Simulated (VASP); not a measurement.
# Sc4AlAs (F-43m) in VASP: further runs

The runs below take Sc4AlAs through relaxation of cell and atoms, with PBE.

Everything below comes from runs of VASP 6.6.1. Logs are shortened: lines on timing, memory, paths and dates and some standing lists are left out, and cuts for length are marked.

## 1. The cell of the first run

Symmetry: F-43m, No. 216, cubic system. Conventional cell: a = 7.649 Å, b = 7.649 Å, c = 7.649 Å, α = 90.00°, β = 90.00°, γ = 90.00°. Sc (site symmetry 3m) has 6 Sc at 2.67 to 2.73 Å and 3 As at 3.17 Å and 3 Al at 3.17 Å within 3.5 Å. Within 4.2 Å of Al (site symmetry -43m) lie 12 Sc at 3.17 Å and 4 As at 3.31 Å. As (site symmetry -43m) has 12 Sc at 3.17 Å and 4 Al at 3.31 Å within 4.2 Å.

## 2. Relaxation of cell and atoms, PBE

INCAR reads:

```
SYSTEM = Sc4AlAs
PREC = Accurate
ENCUT = 600
EDIFF = 1E-6
ISMEAR = 0
SIGMA = 0.1
LREAL = .False.
LASPH = .True.
NELM = 100
ALGO = Normal
ISIF = 3
LWAVE = .False.
LCHARG = .False.
GGA = PE
IBRION = 2
NSW = 90
EDIFFG = -0.04
```

KPOINTS reads:

```
regular mesh
0
Gamma
  4 4 4
  0 0 0
```

POSCAR reads:

```
Sc4AlAs
1.0
    0.0000000000      3.8246217400      3.8246217400
    3.8246217400      0.0000000000      3.8246217400
    3.8246217400      3.8246217400      0.0000000000
Sc Al As
4 1 1
Direct
    0.8791283700      0.3736238800      0.3736238800
    0.3736238800      0.3736238800      0.3736238800
    0.3736238800      0.8791283700      0.3736238800
    0.3736238800      0.3736238800      0.8791283700
    0.7500000000      0.7500000000      0.7500000000
    0.0000000000      0.0000000000      0.0000000000
```

Potentials or basis: VASP PAW PBE potentials, release 64 (Sc_sv, Al, As).

Launch:

```
$ cat potpaw_PBE.64/Sc_sv/POTCAR potpaw_PBE.64/Al/POTCAR potpaw_PBE.64/As/POTCAR > POTCAR
$ mpirun -np 1 vasp_std > vasp.out
```

OUTCAR:

```text
SYSTEM = Sc4AlAs
   PREC = Accurate
   ENCUT = 600
   EDIFF = 1E-6
   ISMEAR = 0
   LREAL = .False.
   LASPH = .True.
   NELM = 100
   ISIF = 3
   GGA = PE
   IBRION = 2
   NSW = 90
   EDIFFG = -0.04

 ion  position               nearest neighbor table
   1  0.879  0.374  0.374-   2 2.67   3 2.67   4 2.67   3 2.73   4 2.73   2 2.73   6 3.17   6 3.17
                             6 3.17   5 3.17   5 3.17   5 3.17
   2  0.374  0.374  0.374-   1 2.67   3 2.67   4 2.67   1 2.73   3 2.73   4 2.73   6 3.17   6 3.17
                             6 3.17   5 3.17   5 3.17   5 3.17
   3  0.374  0.879  0.374-   1 2.67   2 2.67   4 2.67   1 2.73   4 2.73   2 2.73   6 3.17   6 3.17
                             6 3.17   5 3.17   5 3.17   5 3.17
   4  0.374  0.374  0.879-   1 2.67   2 2.67   3 2.67   3 2.73   1 2.73   2 2.73   6 3.17   6 3.17
                             6 3.17   5 3.17   5 3.17   5 3.17
   5  0.750  0.750  0.750-   1 3.17   3 3.17   4 3.17   2 3.17   2 3.17   2 3.17   1 3.17   4 3.17
                             3 3.17   1 3.17   3 3.17   4 3.17
   6  0.000  0.000  0.000-   1 3.17   3 3.17   1 3.17   4 3.17   3 3.17   4 3.17   2 3.17   2 3.17
                             2 3.17   1 3.17   3 3.17   4 3.17

  LATTYP: Found a face centered cubic cell.
 ALAT       =     7.6492434800

  Lattice vectors:

 A1 = (   0.0000000000,   3.8246217400,   3.8246217400)
 A2 = (   3.8246217400,   0.0000000000,   3.8246217400)
 A3 = (   3.8246217400,   3.8246217400,   0.0000000000)

Analysis of symmetry for initial positions (statically):
=====================================================================
 Subroutine PRICEL returns:
 Original cell was already a primitive cell.

 Routine SETGRP: Setting up the symmetry group for a
 face centered cubic supercell.

 Subroutine GETGRP returns: Found 24 space group operations
 (whereof 24 operations were pure point group operations)
 out of a pool of 48 trial point group operations.

The static configuration has the point symmetry T_d .

Analysis of symmetry for dynamics (positions and initial velocities):
=====================================================================
 Subroutine PRICEL returns:
 Original cell was already a primitive cell.

 Routine SETGRP: Setting up the symmetry group for a
 face centered cubic supercell.

 Subroutine GETGRP returns: Found 24 space group operations
 (whereof 24 operations were pure point group operations)
 out of a pool of 48 trial point group operations.

The dynamic configuration has the point symmetry T_d .

 Subroutine INISYM returns: Found 24 space group operations
 (whereof 24 operations are pure point group operations),
 and found     1 'primitive' translations

----------------------------------------------------------------------------------------
[... 94 lines left out ...]
   PSTRESS=    0.0 pullay stress
   NELECT =      52.0000    total number of electrons
   NUPDOWN=      -1.0000    fix difference up-down
   EMIN   =  10.00;   EMAX   =-10.00  energy-range for DOS
   EFERMI =   0.00;   METHOD = LEGACY
   ISMEAR =     0;   SIGMA  =   0.10  broadening in eV -4-tet -1-fermi 0-gaus
   EFERMI_NEDOS =   21; number of points for ismear=-14 and -15
   IALGO  =     38    algorithm
   IMIX   =      4    mixing-type and parameters
     AMIX     =   0.40;   BMIX     =  1.00
     AMIX_MAG =   1.60;   BMIX_MAG =  1.00
  volume/ion in A,a.u.               =      18.65       125.85
  Fermi-wavevector in a.u.,A,eV,Ry     =   1.268073  2.396310 21.878279  1.608008
  Thomas-Fermi vector in A             =   2.401187
   LORBIT       =      0    0 simple, 1 ext, 2 COOP (PROOUT), +10 PAW based schemes
   GGA     = PE    functional components
   LHFCALC =     F    Hartree Fock is set to
   AEXX    =    0.0000 exact exchange contribution
   IVDW    =     0    specifies the selected vdW correction
   LEPSILON=     F    determine dielectric tensor
   LRPA    =     F    only Hartree local field effects (RPA)
 conjugate gradient relaxation of ions
 non-spin polarized calculation
 Gauss-broadening in eV      SIGMA  =   0.10
  energy-cutoff  :      600.00
  volume of cell :      111.89
 maximum number of plane-waves:      3750
 NGX is ok and might be reduce to    48
   NGX = 21   NGY = 21   NGZ = 21

--------------------------------------- Ionic step        1  -------------------------------------------

 number of electron      51.9999999 magnetization

 Free energy of the ion-electron system (eV)
  ---------------------------------------------------
  ext. energy  EPLUGINS =         0.00000000
  ---------------------------------------------------
  free energy    TOTEN  =       -31.93448575 eV

  energy without entropy =      -31.91333962  energy(sigma->0) =      -31.92391268

------------------------ aborting loop because EDIFF is reached ----------------------------------------

  FORCE on cell =-STRESS in cart. coord.  units (eV):
  Direction    XX          YY          ZZ          XY          YZ          ZX
  --------------------------------------------------------------------------------------
  -------------------------------------------------------------------------------------
  Total        7.9055264      7.9055264      7.9055264      0.0000000      0.0000000      0.0000000
  in kB      113.1998654    113.1998654    113.1998654      0.0000000      0.0000000      0.0000000
  external PRESSURE =     113.1998654 kB  Pullay stress =       0.0000000 kB
[... 27 lines left out ...]
--------------------------------------- Ionic step        2  -------------------------------------------

 number of electron      52.0000003 magnetization

 E-fermi :   4.5214     XC(G=0):  -9.9717

 val. band max:        4.4769191431   @ k =   0.5000   0.0000   0.0000
 cond. band min:       4.5240202099   @ k =   0.2500   0.0000   0.0000
 fundamental gap:      0.0471010668
 Fermi energy:         4.5214412902

 k-point     1 :       0.0000    0.0000    0.0000
  band No.  band energies     occupation
      1     -44.9868      2.00000
      2     -44.8106      2.00000
      3     -44.8106      2.00000
      4     -44.8106      2.00000
      5     -24.2268      2.00000
      6     -23.8167      2.00000
[... 380 lines left out ...]
--------------------------------------- Ionic step        5  -------------------------------------------

 number of electron      52.0000004 magnetization

 Free energy of the ion-electron system (eV)
  ---------------------------------------------------
  ext. energy  EPLUGINS =         0.00000000
  ---------------------------------------------------
  free energy    TOTEN  =       -32.60096135 eV

  energy without entropy =      -32.56511504  energy(sigma->0) =      -32.58303820

 E-fermi :   4.6247     XC(G=0): -10.0289

 val. band max:        4.5865853712   @ k =   0.5000   0.0000   0.0000
 cond. band min:       4.6289156736   @ k =   0.2500   0.0000   0.0000
 fundamental gap:      0.0423303024
 Fermi energy:         4.6247102689

 k-point     1 :       0.0000    0.0000    0.0000
  band No.  band energies     occupation
      1     -44.8582      2.00000
      2     -44.6735      2.00000
      3     -44.6735      2.00000
      4     -44.6735      2.00000
      5     -24.1280      2.00000
      6     -23.6955      2.00000
[... 294 lines left out ...]
  FREE ENERGIE OF THE ION-ELECTRON SYSTEM (eV)
  ---------------------------------------------------
  free  energy   TOTEN  =       -32.6009613520 eV

  energy  without entropy=      -32.5651150423  energy(sigma->0) =      -32.58303820

 reached required accuracy - stopping structural energy minimisation
```

It took 6.1 min on 1 thread of Oxide Virtual Turin-like, shared host; peak memory 0.32 GiB.

Results:

```
Free energy                            : -32.6010 eV
Relaxed volume                         : 22.12 Å³/atom
Relaxed cell                           : a = 5.726 Å, b = 5.726 Å, c = 5.726 Å, α = 60.00°, β = 60.00°, γ = 60.00°
Space group after relaxing (to 0.05 Å) : F-43m (No. 216)
Energy gained by relaxing              : 111.1 meV/atom
Ionic steps                            : 5
Pressure after relaxing                : -0.1 GPa
Band gap on the k mesh                 : zero (band 26 reaches 4.75 eV, above the bottom of band 27 at 4.23 eV)
```

Step by step:
```csv
step,energy change (eV),largest force (eV/Å),pressure (GPa),volume (Å³)
1,0.0000,0.7788,11.32,111.89
2,-0.6571,0.2141,-0.74,134.61
3,-0.6648,0.1301,0.18,131.93
4,-0.6647,0.1422,0.03,132.36
5,-0.6665,0.0016,-0.11,132.75
```

Final structure:
```cif
data_structure
_symmetry_space_group_name_H-M 'P 1'
_symmetry_Int_Tables_number 1
_cell_length_a 5.7260
_cell_length_b 5.7260
_cell_length_c 5.7260
_cell_angle_alpha 60.000
_cell_angle_beta 60.000
_cell_angle_gamma 60.000
_cell_volume 132.75
loop_
_atom_site_label
_atom_site_type_symbol
_atom_site_fract_x
_atom_site_fract_y
_atom_site_fract_z
_atom_site_occupancy
Sc1 Sc 0.87272 0.37576 0.37576 1
Sc2 Sc 0.37576 0.37576 0.37576 1
Sc3 Sc 0.37576 0.87272 0.37576 1
Sc4 Sc 0.37576 0.37576 0.87272 1
Al1 Al 0.75000 0.75000 0.75000 1
As1 As 0.00000 0.00000 0.00000 1
```

Caveat: the volume moved by over 15 % at a fixed basis, so the end points are rough.

## 3. Relaxation of cell and atoms, PBE

This run uses another cell than the first one, of 21.91 Å³/atom, 1.175 times its volume.

INCAR reads:

```
PREC = Accurate
ENCUT = 600
EDIFF = 1E-6
ISMEAR = 0
SIGMA = 0.1
LREAL = F
LASPH = T
NELM = 60
ALGO = Fast
ISIF = 3
LWAVE = F
LCHARG = F
GGA = PE
IBRION = 2
NSW = 100
EDIFFG = -0.01
```

KPOINTS reads:

```
regular mesh
0
Gamma
  8 8 8
```

POSCAR reads:

```
Sc4AlAs
1.0
    0.0000000000      4.0357211031      4.0357211031
    4.0357211031      0.0000000000      4.0357211031
    4.0357211031      4.0357211031      0.0000000000
Sc Al As
4 1 1
Direct
    0.6243057801      0.6243057801      0.1270826596
    0.6243057801      0.1270826596      0.6243057801
    0.1270826596      0.6243057801      0.6243057801
    0.6243057801      0.6243057801      0.6243057801
    0.2500000000      0.2500000000      0.2500000000
    0.0000000000      0.0000000000      0.0000000000
```

Potentials or basis: VASP PAW PBE potentials, release 64 (Sc_sv, Al, As).

Launch:

```
$ cat potpaw_PBE.64/Sc_sv/POTCAR potpaw_PBE.64/Al/POTCAR potpaw_PBE.64/As/POTCAR > POTCAR
$ mpirun -np 1 vasp_std > vasp.out
```

OUTCAR:

```text
PREC = Accurate
   ENCUT = 600
   EDIFF = 1E-6
   ISMEAR = 0
   LREAL = F
   LASPH = T
   NELM = 60
   ISIF = 3
   GGA = PE
   IBRION = 2
   NSW = 100
   EDIFFG = -0.01

 ion  position               nearest neighbor table
   1  0.624  0.624  0.127-   2 2.84   3 2.84   4 2.84   2 2.87   3 2.87   4 2.87   5 3.34   5 3.34
                             5 3.34
   2  0.624  0.127  0.624-   1 2.84   3 2.84   4 2.84   3 2.87   1 2.87   4 2.87   5 3.34   5 3.34
                             5 3.34
   3  0.127  0.624  0.624-   1 2.84   2 2.84   4 2.84   2 2.87   1 2.87   4 2.87   5 3.34   5 3.34
                             5 3.34
   4  0.624  0.624  0.624-   1 2.84   2 2.84   3 2.84   3 2.87   2 2.87   1 2.87   5 3.34   5 3.34
                             5 3.34
   5  0.250  0.250  0.250-   2 3.34   3 3.34   1 3.34   4 3.34   4 3.34   4 3.34   1 3.34   3 3.34
                             3 3.34   1 3.34   2 3.34   2 3.34
   6  0.000  0.000  0.000-

  LATTYP: Found a face centered cubic cell.
 ALAT       =     8.0714422062

  Lattice vectors:

 A1 = (   0.0000000000,   4.0357211031,   4.0357211031)
 A2 = (   4.0357211031,   0.0000000000,   4.0357211031)
[... 233 lines left out ...]
  free energy    TOTEN  =       -32.58174808 eV

  energy without entropy =      -32.54181235  energy(sigma->0) =      -32.56178021

 E-fermi :   4.6478     XC(G=0): -10.0131

 val. band max:        4.6229347492   @ k =  -0.3750   0.2500   0.0000
 cond. band min:       4.6578335988   @ k =  -0.3750   0.2500   0.1250
 fundamental gap:      0.0348988496
 Fermi energy:         4.6478175136

 k-point     1 :       0.0000    0.0000    0.0000
  band No.  band energies     occupation
      1     -44.8635      2.00000
      2     -44.6813      2.00000
      3     -44.6813      2.00000
      4     -44.6813      2.00000
      5     -24.1107      2.00000
      6     -23.7032      2.00000
[... 805 lines left out ...]
     30       5.5450      0.00000
     31       5.6120      0.00000

 [... further k-points ...]
[... 5 lines left out ...]
  --------------------------------------------------------------------------------------
  -------------------------------------------------------------------------------------
  Total       -0.0007141     -0.0007141     -0.0007141      0.0000000     -0.0000000      0.0000000
  in kB       -0.0085906     -0.0085906     -0.0085906      0.0000000     -0.0000000      0.0000000
  external PRESSURE =      -0.0085906 kB  Pullay stress =       0.0000000 kB

 VOLUME and BASIS-vectors are now :
 -----------------------------------------------------------------------------
  energy-cutoff  :      600.00
  volume of cell :      133.19
      direct lattice vectors                 reciprocal lattice vectors
     0.000000000  4.053329084  4.053329084    -0.123355392  0.123355392  0.123355392
     4.053329084  0.000000000  4.053329084     0.123355392 -0.123355392  0.123355392
     4.053329084  4.053329084  0.000000000     0.123355392  0.123355392 -0.123355392

 POSITION                                       TOTAL-FORCE (eV/Angst)
 -----------------------------------------------------------------------------------
      3.04533      3.04533      5.06133         0.001551      0.001551     -0.001551
      3.04533      5.06133      3.04533         0.001551     -0.001551      0.001551
      5.06133      3.04533      3.04533        -0.001551      0.001551      0.001551
      5.06133      5.06133      5.06133        -0.001551     -0.001551     -0.001551
      2.02666      2.02666      2.02666         0.000000      0.000000      0.000000
      4.05333      4.05333      0.00000         0.000000      0.000000      0.000000
 -----------------------------------------------------------------------------------
    total drift:                                0.000001      0.000001      0.000001

  FREE ENERGIE OF THE ION-ELECTRON SYSTEM (eV)
  ---------------------------------------------------
  free  energy   TOTEN  =       -32.5817480812 eV

  energy  without entropy=      -32.5418123452  energy(sigma->0) =      -32.56178021

 reached required accuracy - stopping structural energy minimisation
```

CONTCAR:

```text
Sc4AlAs
   1.00000000000000
     0.0000000000000000    4.0533290840300662    4.0533290840300662
     4.0533290840300662    0.0000000000000000    4.0533290840300662
     4.0533290840300662    4.0533290840300662    0.0000000000000000
  Sc              Al              As
     4     1     1
Direct
     0.6243417885649356    0.6243417885649356    0.1269746342051986
     0.6243417885649356    0.1269746342051986    0.6243417885649356
     0.1269746342051986    0.6243417885649356    0.6243417885649356
     0.6243417885649356    0.6243417885649356    0.6243417885649356
     0.2500000000000000    0.2500000000000000    0.2500000000000000
     0.0000000000000000    0.0000000000000000    1.0000000000000000

  0.00000000E+00  0.00000000E+00  0.00000000E+00
  0.00000000E+00  0.00000000E+00  0.00000000E+00
  0.00000000E+00  0.00000000E+00  0.00000000E+00
  0.00000000E+00  0.00000000E+00  0.00000000E+00
  0.00000000E+00  0.00000000E+00  0.00000000E+00
  0.00000000E+00  0.00000000E+00  0.00000000E+00
```

Run time: 13 min. Hardware: 1 thread of Oxide Virtual Turin-like, shared host; peak memory 0.39 GiB.

What came out:

```yaml
Free_energy: -32.5817 eV
Relaxed_volume: 22.20 Å³/atom
Relaxed_cell: a = 5.732 Å, b = 5.732 Å, c = 5.732 Å, α = 60.00°, β = 60.00°, γ = 60.00°
Space_group_after_relaxing_to_0.05_Å: F-43m (No. 216)
Energy_gained_by_relaxing: 0.6 meV/atom
Ionic_steps: 2
Pressure_after_relaxing: 0.0 GPa
Band_gap_on_the_k_mesh: zero (band 26 reaches 4.76 eV, above the bottom of band 27 at 4.20 eV)
```

Forces in eV/Å, atoms in the order of the input:
```
Sc   0.002  0.002 -0.002
Sc   0.002 -0.002  0.002
Sc  -0.002  0.002  0.002
Sc  -0.002 -0.002 -0.002
Al   0.000  0.000  0.000
As   0.000  0.000  0.000
```

The path:
| step | energy change (eV) | largest force (eV/Å) | pressure (GPa) | volume (Å³) |
| --- | --- | --- | --- | --- |
| 1 | 0.0000 | 0.0104 | 0.66 | 131.46 |
| 2 | -0.0036 | 0.0027 | 0.00 | 133.19 |

Final structure:
```xyz
6
Lattice="0.0000 4.0533 4.0533 4.0533 0.0000 4.0533 4.0533 4.0533 0.0000" Properties=species:S:1:pos:R:3 pbc="T T T"
Sc    3.0453    3.0453    5.0613
Sc    3.0453    5.0613    3.0453
Sc    5.0613    3.0453    3.0453
Sc    5.0613    5.0613    5.0613
Al    2.0267    2.0267    2.0267
As    4.0533    4.0533    0.0000
```

Levels at points of the mesh, in eV from the Fermi level:
```
           k point  band 24  band 25  band 26  band 27  band 28  band 29
(0.00, 0.00, 0.00)    -1.08    -1.08    -0.45    -0.45    -0.45     0.26
(0.50, 0.00, 0.00)    -1.12    -0.09    -0.09    -0.06     0.23     0.86
(0.50, 0.50, 0.00)    -0.64    -0.64    -0.31     0.35     0.49     1.12
```
